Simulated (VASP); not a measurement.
# Sc5AlN6 (P-3m1) in VASP: density of states with PBE

Aim: the density of states of Sc5AlN6 with PBE.

All numbers are computed with VASP 6.6.1; they aren't measurements. Logs are shortened: lines on timing, memory, paths and dates and some standing lists are left out, and cuts for length are marked.

## Step 1: The cell of the first run

It takes space group P-3m1 (No. 164, trigonal). The conventional cell has a = 3.147 Å, b = 3.147 Å, c = 15.362 Å, α = 90.00°, β = 90.00°, γ = 120.00°. Within 3.0 Å of Sc (site symmetry 3m) lie 6 N at 2.24 Å. Sc (site symmetry 3m) has 6 N at 2.24 Å within 3.0 Å. Sc (site symmetry -3m) has 6 N at 2.24 Å within 3.0 Å. Within 2.8 Å of Al (site symmetry -3m) lie 6 N at 2.14 Å. Within 3.0 Å of N (site symmetry 3m) lie 6 Sc at 2.24 Å. Within 2.8 Å of N (site symmetry 3m) lie 3 Al at 2.14 Å and 3 Sc at 2.24 Å. Within 3.0 Å of N (site symmetry 3m) lie 6 Sc at 2.24 Å.

## Step 2: Density of states, PBE

POSCAR

```
Sc5AlN6
1.0
    3.1471206067      0.0000000000      0.0000000000
   -1.5735603034      2.7254863942      0.0000000000
    0.0000000000      0.0000000000     15.3617850000
Sc Al N
5 1 6
Direct
    0.3333333333      0.6666666667      0.8294800000
    0.6666666667      0.3333333333      0.6587430000
    0.3333333333      0.6666666667      0.3412570000
    0.6666666667      0.3333333333      0.1705200000
    0.0000000000      0.0000000000      0.0000000000
    0.0000000000      0.0000000000      0.5000000000
    0.0000000000      0.0000000000      0.7441590000
    0.3333333333      0.6666666667      0.5736770000
    0.6666666667      0.3333333333      0.4263230000
    0.0000000000      0.0000000000      0.2558410000
    0.3333333333      0.6666666667      0.0852740000
    0.6666666667      0.3333333333      0.9147260000
```

INCAR.step1

```
ALGO = Normal
EDIFF = 1E-6
ENCUT = 520
GGA = PE
ISIF = 2
ISMEAR = 0
LASPH = True
LCHARG = True
LMAXMIX = 4
LREAL = False
LWAVE = False
NBANDS = 56
NELM = 100
PREC = Accurate
SIGMA = 0.01
```

KPOINTS.step1

```
k-points
0
Gamma
  12 12 4
```

INCAR.step2

```
ALGO = Normal
EDIFF = 1E-6
ENCUT = 520
GGA = PE
ICHARG = 11
ISIF = 2
ISMEAR = -5
LASPH = True
LCHARG = False
LMAXMIX = 4
LORBIT = 11
LREAL = False
LWAVE = False
NBANDS = 56
NEDOS = 1001
NELM = 100
PREC = Accurate
SIGMA = 0.01
```

KPOINTS.step2

```
k-points
0
Gamma
  18 18 6
```

Potentials or basis: VASP PAW PBE potentials, release 64 (Sc_sv, Al, N).

Launch:

```sh
$ cat potpaw_PBE.64/Sc_sv/POTCAR potpaw_PBE.64/Al/POTCAR potpaw_PBE.64/N/POTCAR > POTCAR
$ cp INCAR.step1 INCAR
$ cp KPOINTS.step1 KPOINTS
$ mpirun -np 1 vasp_std > vasp.out
$ cp INCAR.step2 INCAR
$ cp KPOINTS.step2 KPOINTS
$ mpirun -np 1 vasp_std > vasp.out
```

OUTCAR:

```text
EDIFF = 1E-6
   ENCUT = 520
   GGA = PE
   ICHARG = 11
   ISIF = 2
   ISMEAR = -5
   LASPH = True
   LORBIT = 11
   LREAL = False
   NELM = 100
   PREC = Accurate

 ion  position               nearest neighbor table
   1  0.333  0.667  0.829-  12 2.24  12 2.24  12 2.24   7 2.24   7 2.24   7 2.24   5 3.19   5 3.19
                             5 3.19   2 3.19   2 3.19   2 3.19
   2  0.667  0.333  0.659-   8 2.24   8 2.24   8 2.24   7 2.24   7 2.24   7 2.24   6 3.04   6 3.04
                             6 3.04   1 3.19   1 3.19   1 3.19
   3  0.333  0.667  0.341-   9 2.24   9 2.24   9 2.24  10 2.24  10 2.24  10 2.24   6 3.04   6 3.04
                             6 3.04   4 3.19   4 3.19   4 3.19
   4  0.667  0.333  0.171-  11 2.24  11 2.24  11 2.24  10 2.24  10 2.24  10 2.24   5 3.19   5 3.19
                             5 3.19   3 3.19   3 3.19   3 3.19
   5  0.000  0.000  0.000-  11 2.24  12 2.24  12 2.24  11 2.24  12 2.24  11 2.24   1 3.19   4 3.19
                             1 3.19   4 3.19   4 3.19   1 3.19
   6  0.000  0.000  0.500-   8 2.14   9 2.14   9 2.14   8 2.14   9 2.14   8 2.14   2 3.04   3 3.04
                             3 3.04   2 3.04   2 3.04   3 3.04
   7  0.000  0.000  0.744-   1 2.24   1 2.24   1 2.24   2 2.24   2 2.24   2 2.24
   8  0.333  0.667  0.574-   6 2.14   6 2.14   6 2.14   2 2.24   2 2.24   2 2.24
   9  0.667  0.333  0.426-   6 2.14   6 2.14   6 2.14   3 2.24   3 2.24   3 2.24
  10  0.000  0.000  0.256-   4 2.24   4 2.24   4 2.24   3 2.24   3 2.24   3 2.24
  11  0.333  0.667  0.085-   4 2.24   4 2.24   4 2.24   5 2.24   5 2.24   5 2.24
  12  0.667  0.333  0.915-   1 2.24   1 2.24   1 2.24   5 2.24   5 2.24   5 2.24

  LATTYP: Found a hexagonal cell.
 ALAT       =     3.1471206067
 C/A-ratio  =     4.8812190315

  Lattice vectors:

 A1 = (   3.1471206067,   0.0000000000,   0.0000000000)
 A2 = (  -1.5735603034,   2.7254863942,   0.0000000000)
 A3 = (   0.0000000000,   0.0000000000,  15.3617850000)

Analysis of symmetry for initial positions (statically):
=====================================================================
 Subroutine PRICEL returns:
 Original cell was already a primitive cell.

 Routine SETGRP: Setting up the symmetry group for a
 hexagonal supercell.

 Subroutine GETGRP returns: Found 12 space group operations
 (whereof 12 operations were pure point group operations)
 out of a pool of 24 trial point group operations.

The static configuration has the point symmetry D_3d.

Analysis of symmetry for dynamics (positions and initial velocities):
=====================================================================
[... 160 lines left out ...]
   IVDW    =     0    specifies the selected vdW correction
   LEPSILON=     F    determine dielectric tensor
   LRPA    =     F    only Hartree local field effects (RPA)
 non-spin polarized calculation
 Fermi weights with tetrahedron method with Bloechl corrections
  energy-cutoff  :      520.00
  volume of cell :      131.76
 maximum number of plane-waves:      3584

 number of electron      88.0000009 magnetization

 Free energy of the ion-electron system (eV)
  ---------------------------------------------------
  ext. energy  EPLUGINS =         0.00000000
  ---------------------------------------------------
  free energy    TOTEN  =      -106.06563877 eV

  energy without entropy =     -106.06563877  energy(sigma->0) =     -106.06563877

 E-fermi :   6.2118     XC(G=0): -11.9242

 val. band max:        6.1820225558   @ k =   0.0000   0.0000   0.0000
 cond. band min:       6.3001918075   @ k =   0.5000   0.0000   0.0000
 fundamental gap:      0.1181692517
 Fermi energy:         6.2118340898

 k-point     1 :       0.0000    0.0000    0.0000
  band No.  band energies     occupation
      1     -42.1856      2.00000
      2     -42.1854      2.00000
      3     -42.0465      2.00000
      4     -42.0165      2.00000
      5     -41.9802      2.00000
      6     -21.1244      2.00000
[... 1405 lines left out ...]
     55      11.2080      0.00000
     56      11.3079      0.00000

 [... further k-points ...]

------------------------ aborting loop because EDIFF is reached ----------------------------------------

  FORCE on cell =-STRESS in cart. coord.  units (eV):
  Direction    XX          YY          ZZ          XY          YZ          ZX
  --------------------------------------------------------------------------------------
  -------------------------------------------------------------------------------------
  Total        0.6685911      0.6685911      0.6924013     -0.0000000      0.0000000     -0.0000000
  in kB        8.1296545      8.1296545      8.4191715     -0.0000000      0.0000000     -0.0000000
  external PRESSURE =       8.2261602 kB  Pullay stress =       0.0000000 kB

 VOLUME and BASIS-vectors are now :
 -----------------------------------------------------------------------------
  energy-cutoff  :      520.00
  volume of cell :      131.76
      direct lattice vectors                 reciprocal lattice vectors
     3.147120607  0.000000000  0.000000000     0.317750771  0.183453493  0.000000000
    -1.573560303  2.725486394  0.000000000     0.000000000  0.366906987  0.000000000
     0.000000000  0.000000000 15.361785000     0.000000000  0.000000000  0.065096602

 POSITION                                       TOTAL-FORCE (eV/Angst)
 -----------------------------------------------------------------------------------
     -0.00000      1.81699     12.74229         0.000000     -0.000000     -0.003488
      1.57356      0.90850     10.11947        -0.000000     -0.000000     -0.004687
     -0.00000      1.81699      5.24232        -0.000000      0.000000      0.004687
      1.57356      0.90850      2.61949        -0.000000      0.000000      0.003488
      0.00000      0.00000      0.00000        -0.000000      0.000000      0.000000
      0.00000      0.00000      7.68089        -0.000000      0.000000      0.000000
      0.00000      0.00000     11.43161        -0.000000     -0.000000      0.004699
     -0.00000      1.81699      8.81270         0.000000      0.000000     -0.057021
      1.57356      0.90850      6.54908        -0.000000      0.000000      0.057021
      0.00000      0.00000      3.93017        -0.000000      0.000000     -0.004699
     -0.00000      1.81699      1.30996         0.000000      0.000000     -0.002342
      1.57356      0.90850     14.05182        -0.000000      0.000000      0.002342
 -----------------------------------------------------------------------------------
    total drift:                                0.000000      0.000000      0.000000

  FREE ENERGIE OF THE ION-ELECTRON SYSTEM (eV)
  ---------------------------------------------------
  free  energy   TOTEN  =      -106.0656387653 eV

  energy  without entropy=     -106.0656387653  energy(sigma->0) =     -106.06563877

 total charge

# of ion       s       p       d       tot
------------------------------------------
    1        2.213   6.266   1.146   9.625
    2        2.214   6.263   1.134   9.611
    3        2.214   6.263   1.134   9.611
    4        2.213   6.266   1.146   9.625
    5        2.213   6.266   1.147   9.626
    6        0.306   0.340   0.000   0.646
    7        1.246   2.472   0.000   3.718
    8        1.234   2.492   0.000   3.726
    9        1.234   2.492   0.000   3.726
   10        1.246   2.472   0.000   3.718
   11        1.247   2.471   0.000   3.717
   12        1.247   2.471   0.000   3.717
--------------------------------------------------
tot         18.826  46.533   5.708  71.067
```

OUTCAR.step1:

```text
EDIFF = 1E-6
   ENCUT = 520
   GGA = PE
   ISIF = 2
[... 1684 lines left out ...]
      1.57356      0.90850      6.54908         0.000000      0.000000      0.056828
      0.00000      0.00000      3.93017         0.000000      0.000000     -0.004324
     -0.00000      1.81699      1.30996        -0.000000     -0.000000     -0.002856
      1.57356      0.90850     14.05182         0.000000      0.000000      0.002856
 -----------------------------------------------------------------------------------
    total drift:                                0.000000      0.000000      0.000000

  FREE ENERGIE OF THE ION-ELECTRON SYSTEM (eV)
  ---------------------------------------------------
  free  energy   TOTEN  =      -106.0652850076 eV

  energy  without entropy=     -106.0652850076  energy(sigma->0) =     -106.06528501
```

Wall time 30 min (1 thread of Intel Xeon 6975P-C, shared host); peak memory 1.1 GiB.

Results:

| Item | Value |
| --- | --- |
| Valence electrons inside the program's atomic spheres | Sc 9.62, 9.61, 9.63; Al 0.65; N 3.72, 3.73 |
